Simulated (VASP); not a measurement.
GaP:

```
Ga P
1.0
     0.00000    2.72540    2.72540
     2.72540    0.00000    2.72540
     2.72540    2.72540    0.00000
Ga P
1 1
Cartesian
  0.0000 0.0000 0.0000
  1.3627 1.3627 1.3627
```

Program: VASP 6.6.1. Alike in all runs: task single point; potentials or basis VASP PAW PBE potentials, release 64 (Ga_d, P); no spin polarisation; cell as given; cutoff (eV) 520; smearing gaussian 0.01 eV. Hardware: 1 thread of Intel(R) Xeon(R) Platinum 8488C (Sapphire Rapids), with other jobs on the host.

Q: Order these runs on this cell by their wall time, lowest first.
A. level r2SCAN; k mesh 6 × 6 × 6
B. level PBE0; k mesh 4 × 4 × 4; grid for exact exchange (PRECFOCK) Normal
C. level r2SCAN; k mesh 6 × 6 × 6, shifted

A: A (36 s), B (410 s), C (830 s).

Caveats: some runs use coarse meshes.
